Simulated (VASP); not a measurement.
Wanted: the native input for a VASP 6.6.1 run.

```yaml
Task: single point
Functional: PBE
Potentials_or_basis: VASP PAW PBE potentials, release 64 (Si, C)
Cutoff: 520 eV
k_mesh: 4 × 6 × 4
Occupations: gaussian, width 0.1 eV
Spin: no spin polarisation
Dipole_correction: no
Further_INCAR_settings: ALGO = Normal; EDIFF = 1e-06; NBANDS = 21
```

The structure of SiC lies in POSCAR:

```
SiC
1.0
    4.9862470600      0.0000000000     -0.4304041598
    0.0000000000      2.7565936026      0.0000000000
   -2.9577147669      0.0000000000      4.9009254386
Si C
3 3
Direct
    0.7524054822      0.0000000000      0.7505536570
    0.2208415191      0.5000000000      0.2597557945
    0.5455345414      0.5000000000      0.0987846515
    0.9804149813      0.5000000000      0.4295056754
    0.0676175676      0.0000000000      0.6072958654
    0.4331859084      0.0000000000      0.8541043561
```

The cell was built from a structure type or drawn by symmetry, and may not be a known phase.

One way to write it, as run:

INCAR

```
SYSTEM = SiC
ALGO = Normal
EDIFF = 1E-6
ENCUT = 520
GGA = PE
ISIF = 2
ISMEAR = 0
LASPH = .TRUE.
LCHARG = .TRUE.
LELF = .TRUE.
LREAL = .FALSE.
LVHAR = .TRUE.
LWAVE = .FALSE.
NBANDS = 21
NELM = 100
PREC = Accurate
SIGMA = 0.1
```

KPOINTS

```
k-points
0
G
  4 6 4
  0 0 0
```

Potentials or basis: VASP PAW PBE potentials, release 64 (Si, C).

The run is started by

```console
$ cat potpaw_PBE.64/Si/POTCAR potpaw_PBE.64/C/POTCAR > POTCAR
$ mpirun -np 1 vasp_std > vasp.out
```

Results of the run:

```yaml
Pressure: 0.1 GPa
Largest_force: 0.029 eV/Å
Band_gap_on_the_k_mesh: zero (bands 12 and 13 overlap by 3.00 eV)
```

Caveat: the k points lie up to 0.38 Å⁻¹ apart, too coarse for converged energies and pressures of a metal.

It took 61 s on 1 thread of AMD EPYC 7R43 64-Core Processor (Zen 3), on a shared host, peak memory 0.18 GiB.
